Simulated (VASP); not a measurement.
# Rb (Im-3m) in VASP: further runs, part 2 of 2

VASP 6.6.1. Earlier steps stand in the parts before.

### Step 3. Relaxation of volume and atoms at fixed shape, LDA

This run uses another cell than the first one, of 88.04 Å³/atom.

INCAR reads:

```
SYSTEM = Rb
PREC = Accurate
ENCUT = 600
EDIFF = 1E-6
ISMEAR = 0
SIGMA = 0.1
LREAL = .False.
LASPH = .True.
NELM = 80
ALGO = Normal
ISIF = 8
LWAVE = .False.
LCHARG = .False.
GGA = CA
IBRION = 2
NSW = 80
EDIFFG = -0.03
```

KPOINTS reads:

```
regular mesh
0
Gamma
  12 12 12
  0 0 0
```

POSCAR reads:

```
Rb
1.0
   -2.8025000000      2.8025000000      2.8025000000
    2.8025000000     -2.8025000000      2.8025000000
    2.8025000000      2.8025000000     -2.8025000000
Rb
1
Direct
    0.0000000000      0.0000000000      0.0000000000
```

Potentials or basis: VASP PAW LDA potentials, release 64 (Rb_sv).

Run with:

```bash
$ cat potpaw_LDA.64/Rb_sv/POTCAR > POTCAR
$ mpirun -np 1 vasp_std > vasp.out
```

OUTCAR:

```text
SYSTEM = Rb
   PREC = Accurate
   ENCUT = 600
   EDIFF = 1E-6
   ISMEAR = 0
   LREAL = .False.
   LASPH = .True.
   NELM = 80
   ISIF = 8
   GGA = CA
   IBRION = 2
   NSW = 80
   EDIFFG = -0.03

 ion  position               nearest neighbor table
   1  0.000  0.000  0.000-

  LATTYP: Found a body centered cubic cell.
 ALAT       =     5.6050000000

  Lattice vectors:

 A1 = (  -2.8025000000,   2.8025000000,   2.8025000000)
 A2 = (   2.8025000000,  -2.8025000000,   2.8025000000)
 A3 = (   2.8025000000,   2.8025000000,  -2.8025000000)

Analysis of symmetry for initial positions (statically):
=====================================================================
 Subroutine PRICEL returns:
 Original cell was already a primitive cell.

 Routine SETGRP: Setting up the symmetry group for a
 body centered cubic supercell.

 Subroutine GETGRP returns: Found 48 space group operations
 (whereof 48 operations were pure point group operations)
 out of a pool of 48 trial point group operations.

The static configuration has the point symmetry O_h .

Analysis of symmetry for dynamics (positions and initial velocities):
=====================================================================
 Subroutine PRICEL returns:
 Original cell was already a primitive cell.

 Routine SETGRP: Setting up the symmetry group for a
 body centered cubic supercell.

 Subroutine GETGRP returns: Found 48 space group operations
 (whereof 48 operations were pure point group operations)
 out of a pool of 48 trial point group operations.

The dynamic configuration has the point symmetry O_h .

 Subroutine INISYM returns: Found 48 space group operations
 (whereof 48 operations are pure point group operations),
 and found     1 'primitive' translations

[... 116 lines left out ...]
   LORBIT       =      0    0 simple, 1 ext, 2 COOP (PROOUT), +10 PAW based schemes
   GGA     = CA    functional components
   LHFCALC =     F    Hartree Fock is set to
   AEXX    =    0.0000 exact exchange contribution
   IVDW    =     0    specifies the selected vdW correction
   LEPSILON=     F    determine dielectric tensor
   LRPA    =     F    only Hartree local field effects (RPA)
 conjugate gradient relaxation of ions
 non-spin polarized calculation
 Gauss-broadening in eV      SIGMA  =   0.10
  energy-cutoff  :      600.00
  volume of cell :       88.04
 maximum number of plane-waves:      2988
   NGX = 19   NGY = 19   NGZ = 19

--------------------------------------- Ionic step        1  -------------------------------------------

 number of electron       9.0000000 magnetization

 Free energy of the ion-electron system (eV)
  ---------------------------------------------------
  ext. energy  EPLUGINS =         0.00000000
  ---------------------------------------------------
  free energy    TOTEN  =        -1.04831680 eV

  energy without entropy =       -1.04273128  energy(sigma->0) =       -1.04552404

------------------------ aborting loop because EDIFF is reached ----------------------------------------

  FORCE on cell =-STRESS in cart. coord.  units (eV):
  Direction    XX          YY          ZZ          XY          YZ          ZX
  --------------------------------------------------------------------------------------
  -------------------------------------------------------------------------------------
  Total       -0.1940495     -0.1940495     -0.1940495     -0.0000000     -0.0000000      0.0000000
  in kB       -3.5312327     -3.5312327     -3.5312327     -0.0000000     -0.0000000      0.0000000
  external PRESSURE =      -3.5312327 kB  Pullay stress =       0.0000000 kB
[... 22 lines left out ...]
--------------------------------------- Ionic step        2  -------------------------------------------

 number of electron       9.0000000 magnetization

 E-fermi :  -0.0814     XC(G=0):  -5.8360

 val. band max:       -0.0890031884   @ k =   0.2500   0.2500   0.0000
 cond. band min:      -0.0500120797   @ k =   0.3333   0.1667  -0.0000
 fundamental gap:      0.0389911086
 Fermi energy:        -0.0813753888

 k-point     1 :       0.0000    0.0000    0.0000
  band No.  band energies     occupation
      1     -28.8370      2.00000
      2     -12.9306      2.00000
      3     -12.9306      2.00000
      4     -12.9306      2.00000
      5      -2.1397      2.00000
      6       3.5597      0.00000
      7       3.5597      0.00000
      8       3.5597      0.00000
[... 322 lines left out ...]
--------------------------------------- Ionic step        4  -------------------------------------------

 number of electron       9.0000000 magnetization

 Free energy of the ion-electron system (eV)
  ---------------------------------------------------
  ext. energy  EPLUGINS =         0.00000000
  ---------------------------------------------------
  free energy    TOTEN  =        -1.06086498 eV

  energy without entropy =       -1.05518966  energy(sigma->0) =       -1.05802732

 E-fermi :   0.1471     XC(G=0):  -6.0890

 val. band max:        0.1457755686   @ k =   0.2500   0.2500   0.0000
 cond. band min:       0.1788480849   @ k =   0.3333   0.1667  -0.0000
 fundamental gap:      0.0330725163
 Fermi energy:         0.1470750960

 k-point     1 :       0.0000    0.0000    0.0000
  band No.  band energies     occupation
      1     -28.5681      2.00000
      2     -12.6473      2.00000
      3     -12.6473      2.00000
      4     -12.6473      2.00000
      5      -2.0465      2.00000
      6       3.8665      0.00000
      7       3.8665      0.00000
      8       3.8665      0.00000
[... 281 lines left out ...]
  FREE ENERGIE OF THE ION-ELECTRON SYSTEM (eV)
  ---------------------------------------------------
  free  energy   TOTEN  =        -1.0608649796 eV

  energy  without entropy=       -1.0551896626  energy(sigma->0) =       -1.05802732

 reached required accuracy - stopping structural energy minimisation
```

OSZICAR:

```text
N       E                     dE             d eps       ncg     rms          rms(c)
DAV:   1     0.487177544098E+02    0.48718E+02   -0.36963E+03  1152   0.934E+02
[... 32 lines left out ...]
DAV:   2    -0.106782208740E+01    0.25118E-01   -0.62347E-02  1160   0.209E+00    0.396E-01
DAV:   3    -0.106059447179E+01    0.72276E-02   -0.39908E-02  1728   0.126E+00    0.785E-02
DAV:   4    -0.106071677071E+01   -0.12230E-03   -0.76427E-04  1296   0.270E-01    0.415E-02
DAV:   5    -0.106086499508E+01   -0.14822E-03   -0.22831E-04  1840   0.154E-01    0.284E-02
DAV:   6    -0.106086216270E+01    0.28324E-05   -0.27264E-06  1496   0.189E-02    0.158E-02
DAV:   7    -0.106086497296E+01   -0.28103E-05   -0.47180E-06  1760   0.230E-02    0.314E-04
DAV:   8    -0.106086497957E+01   -0.66137E-08   -0.17131E-08   664   0.158E-03
   4 F= -.10608650E+01 E0= -.10580273E+01  d E =-.125482E-01
```

Wall time 66 s (1 thread of Intel Xeon 6975P-C (Granite Rapids), shared host); peak memory 0.23 GiB.

Results:

| Item | Value |
| --- | --- |
| Free energy | -1.0609 eV |
| Relaxed volume | 77.90 Å³/atom |
| Relaxed cell | a = 4.660 Å, b = 4.660 Å, c = 4.660 Å, α = 109.47°, β = 109.47°, γ = 109.47° |
| Space group after relaxing (to 0.1 Å) | Im-3m (No. 229) |
| Energy gained by relaxing | 12.5 meV/atom |
| Ionic steps | 4 |
| Pressure after relaxing | 0.0 GPa |
| Band gap on the k mesh | zero (an odd number of electrons rules out a gap without spin polarisation) |

The path:
```
step  energy change (eV)  largest force (eV/Å)  pressure (GPa)  volume (Å³)
   1              0.0000                0.0000           -0.35        88.04
   2             -0.0049                0.0000           -0.29        85.59
   3             -0.0120                0.0000           -0.08        79.79
   4             -0.0125                0.0000           -0.01        77.90
```

Final structure:
```
Rb
1.0
    -2.69047    2.69047    2.69047
     2.69047   -2.69047    2.69047
     2.69047    2.69047   -2.69047
Rb
1
Direct
  0.00000 0.00000 0.00000
```

LDA usually gives volumes a few per cent too small. Zero-point motion and thermal expansion aren't in these numbers.

The gap in the log of VASP goes by the Fermi energy; the results here count the filled bands.